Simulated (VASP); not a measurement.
# Hg (P6/mmm) in VASP: single point with r2SCAN

Aim: the single point of Hg with r2SCAN.

All numbers are computed with VASP 6.6.1; they aren't measurements. Logs are shortened: lines on timing, memory, paths and dates and some standing lists are left out, and cuts for length are marked.

## 1. The cell of the first run

Symmetry: P6/mmm, No. 191, hexagonal system. The conventional cell has a = 5.467 Å, b = 5.467 Å, c = 3.185 Å, α = 90.00°, β = 90.00°, γ = 120.00°. Hg (site symmetry -6m2) has 11 Hg at 3.16 to 3.54 Å within 4.2 Å. Hg (site symmetry 6/mmm) has 14 Hg at 3.19 to 3.54 Å within 4.2 Å.

## 2. Single point, r2SCAN, collinear spin, zero start

POSCAR reads:

```
Hg
1.0
    5.4667000000      0.0000000000      0.0000000000
   -2.7333500000      4.7343000000      0.0000000000
    0.0000000000      0.0000000000      3.1852200000
Hg
3
Direct
    0.3333333333      0.6666666667      0.5000000000
    0.6666666667      0.3333333333      0.5000000000
    0.0000000000      0.0000000000      0.0000000000
```

INCAR.step1 reads:

```
  ALGO = Normal
  EDIFF = 1E-4
  ENCUT = 520
  GGA = PE
  ISMEAR = 1
  ISPIN = 2
  LASPH = True
  LCHARG = False
  LREAL = False
  LWAVE = True
  MAGMOM = 0 0 0
  NBANDS = 29
  NELM = 150
  PREC = Accurate
  SIGMA = 0.1
```

INCAR.step2 reads:

```
  ALGO = Normal
  EDIFF = 1E-6
  ENCUT = 520
  ISIF = 2
  ISMEAR = 1
  ISPIN = 2
  ISTART = 1
  LASPH = True
  LCHARG = False
  LMIXTAU = True
  LORBIT = 11
  LREAL = False
  LWAVE = False
  MAGMOM = 0 0 0
  METAGGA = R2SCAN
  NBANDS = 29
  NELM = 150
  PREC = Accurate
  SIGMA = 0.1
```

KPOINTS reads:

```
k-points
0
Gamma
  5 5 7
```

Potentials or basis: VASP PAW PBE potentials, release 64 (Hg).

Launch:

```
$ cat potpaw_PBE.64/Hg/POTCAR > POTCAR
$ cp INCAR.step1 INCAR
$ mpirun -np 1 vasp_std > vasp.out
$ cp INCAR.step2 INCAR
$ mpirun -np 1 vasp_std > vasp.out
```

OUTCAR:

```text
EDIFF = 1E-6
   ENCUT = 520
   ISIF = 2
   ISMEAR = 1
   ISPIN = 2
   ISTART = 1
   LASPH = True
   LORBIT = 11
   LREAL = False
   METAGGA = R2SCAN
   NELM = 150
   PREC = Accurate

 ion  position               nearest neighbor table
   1  0.333  0.667  0.500-   2 3.16   2 3.16   2 3.16   3 3.54   3 3.54   3 3.54   3 3.54   3 3.54
                             3 3.54
   2  0.667  0.333  0.500-   1 3.16   1 3.16   1 3.16   3 3.54   3 3.54   3 3.54   3 3.54   3 3.54
                             3 3.54
   3  0.000  0.000  0.000-   1 3.54   1 3.54   2 3.54   2 3.54   1 3.54   2 3.54   1 3.54   2 3.54
                             2 3.54   2 3.54   1 3.54   1 3.54

  LATTYP: Found a hexagonal cell.
 ALAT       =     5.4667000000
 C/A-ratio  =     0.5826586423

  Lattice vectors:

 A1 = (   5.4667000000,   0.0000000000,   0.0000000000)
 A2 = (  -2.7333500000,   4.7343000000,   0.0000000000)
 A3 = (   0.0000000000,   0.0000000000,   3.1852200000)

Analysis of symmetry for initial positions (statically):
=====================================================================
 Subroutine PRICEL returns:
 Original cell was already a primitive cell.

 Routine SETGRP: Setting up the symmetry group for a
 hexagonal supercell.

 Subroutine GETGRP returns: Found 24 space group operations
 (whereof 24 operations were pure point group operations)
 out of a pool of 24 trial point group operations.

The static configuration has the point symmetry D_6h.

Analysis of symmetry for dynamics (positions and initial velocities):
=====================================================================
 Subroutine PRICEL returns:
 Original cell was already a primitive cell.

 Routine SETGRP: Setting up the symmetry group for a
 hexagonal supercell.

 Subroutine GETGRP returns: Found 24 space group operations
 (whereof 24 operations were pure point group operations)
 out of a pool of 24 trial point group operations.

The dynamic configuration has the point symmetry D_6h.

Analysis of structural, dynamic, and magnetic symmetry:
=====================================================================
 Subroutine PRICEL returns:
 Original cell was already a primitive cell.

 Routine SETGRP: Setting up the symmetry group for a
 hexagonal supercell.

 Subroutine GETGRP returns: Found 24 space group operations
 (whereof 24 operations were pure point group operations)
 out of a pool of 24 trial point group operations.

The overall configuration has the point symmetry D_6h.
[... 120 lines left out ...]
   LORBIT       =     11    0 simple, 1 ext, 2 COOP (PROOUT), +10 PAW based schemes
   METAGGA = R2SCAN    functional components
   LHFCALC =     F    Hartree Fock is set to
   AEXX    =    0.0000 exact exchange contribution
   IVDW    =     0    specifies the selected vdW correction
   LEPSILON=     F    determine dielectric tensor
   LRPA    =     F    only Hartree local field effects (RPA)
 spin polarized calculation
 Methfessel and Paxton  Order N= 1 SIGMA  =   0.10
  energy-cutoff  :      520.00
  volume of cell :       82.44
 maximum number of plane-waves:      2232
 NGX is ok and might be reduce to    42
   NGX = 21   NGY = 21   NGZ = 11

 number of electron      36.0000004 magnetization       0.0000000

 number of electron      36.0000004 magnetization      -0.0000000

 Free energy of the ion-electron system (eV)
  ---------------------------------------------------
  ext. energy  EPLUGINS =         0.00000000
  ---------------------------------------------------
  free energy    TOTEN  =      -148.08594719 eV

  energy without entropy =     -148.08430615  energy(sigma->0) =     -148.08540018

 E-fermi :   1.4628     XC(G=0): -10.5594

 val. band max:        1.4426864378   @ k =   0.4000   0.0000   0.1429
 cond. band min:       1.8357887760   @ k =   0.2000   0.0000   0.4286
 fundamental gap:      0.3931023382
 Fermi energy:         1.4628348998

 spin component 1

 k-point     1 :       0.0000    0.0000    0.0000
  band No.  band energies     occupation
      1      -6.5824      1.00000
      2      -6.2171      1.00000
      3      -5.8328      1.00000
      4      -5.6396      1.00000
      5      -5.4552      1.00000
      6      -5.4552      1.00000
[... 629 lines left out ...]
     28      14.0145      0.00000
     29      15.4369      0.00000
 Fermi energy:         1.4628348998

 spin component 2

 k-point     1 :       0.0000    0.0000    0.0000
  band No.  band energies     occupation
      1      -6.5824      1.00000
      2      -6.2171      1.00000
      3      -5.8328      1.00000
      4      -5.6396      1.00000
      5      -5.4552      1.00000
      6      -5.4552      1.00000
[... 629 lines left out ...]
     28      14.0145      0.00000
     29      15.4369      0.00000

------------------------ aborting loop because EDIFF is reached ----------------------------------------

  FORCE on cell =-STRESS in cart. coord.  units (eV):
  Direction    XX          YY          ZZ          XY          YZ          ZX
  --------------------------------------------------------------------------------------
  -------------------------------------------------------------------------------------
  Total       -0.0779235     -0.0779234     -0.1497552     -0.0000000      0.0000000      0.0000000
  in kB       -1.5144620     -1.5144613     -2.9105305     -0.0000000      0.0000000      0.0000000
  external PRESSURE =      -1.9798180 kB  Pullay stress =       0.0000000 kB

 VOLUME and BASIS-vectors are now :
 -----------------------------------------------------------------------------
  energy-cutoff  :      520.00
  volume of cell :       82.44
      direct lattice vectors                 reciprocal lattice vectors
     5.466700000  0.000000000  0.000000000     0.182925714  0.105612234  0.000000000
    -2.733350000  4.734300000  0.000000000     0.000000000  0.211224468  0.000000000
     0.000000000  0.000000000  3.185220000     0.000000000  0.000000000  0.313950057

 POSITION                                       TOTAL-FORCE (eV/Angst)
 -----------------------------------------------------------------------------------
     -0.00000      3.15620      1.59261        -0.000000     -0.000000     -0.000000
      2.73335      1.57810      1.59261         0.000000      0.000000      0.000000
      0.00000      0.00000      0.00000         0.000000      0.000000      0.000000
 -----------------------------------------------------------------------------------
    total drift:                               -0.000000      0.000000     -0.000000

  FREE ENERGIE OF THE ION-ELECTRON SYSTEM (eV)
  ---------------------------------------------------
  free  energy   TOTEN  =      -148.0859471891 eV

  energy  without entropy=     -148.0843061481  energy(sigma->0) =     -148.08540018

 total charge

# of ion       s       p       d       tot
------------------------------------------
    1        0.952   0.156   9.337  10.445
    2        0.952   0.156   9.337  10.445
    3        0.982   0.124   9.341  10.448
--------------------------------------------------
tot          2.887   0.436  28.016  31.338

 magnetization (x)

# of ion       s       p       d       tot
------------------------------------------
    1        0.000  -0.000   0.000  -0.000
    2        0.000  -0.000   0.000  -0.000
    3        0.000  -0.000   0.000   0.000
--------------------------------------------------
tot          0.000  -0.000   0.000   0.000
```

OUTCAR.step1:

```text
EDIFF = 1E-4
   ENCUT = 520
   GGA = PE
   ISMEAR = 1
[... 1525 lines left out ...]
     -0.00000      3.15620      1.59261         0.000000     -0.000000     -0.000000
      2.73335      1.57810      1.59261        -0.000000      0.000000      0.000000
      0.00000      0.00000      0.00000         0.000000     -0.000000      0.000000
 -----------------------------------------------------------------------------------
    total drift:                               -0.000000      0.000000     -0.000000

  FREE ENERGIE OF THE ION-ELECTRON SYSTEM (eV)
  ---------------------------------------------------
  free  energy   TOTEN  =        -0.5196714494 eV

  energy  without entropy=       -0.5185484271  energy(sigma->0) =       -0.51929711
```

Wall time 3.4 min (1 thread of Intel Xeon Platinum 8488C (Sapphire Rapids), shared host); peak memory 0.28 GiB.

Results:

| Property | Result |
| --- | --- |
| Free energy | -148.0859 eV |
| Pressure | -0.2 GPa |
| Band gap on the k mesh | zero (filled and empty bands overlap) |
| Net moment | 0.00 μB per cell |
| Valence electrons inside the program's atomic spheres | Hg 10.45 |

Caveat: the PAW data sets were made with another functional, which shifts forces and pressure a little; spin-orbit coupling is left out, which moves the levels of the heavy elements.
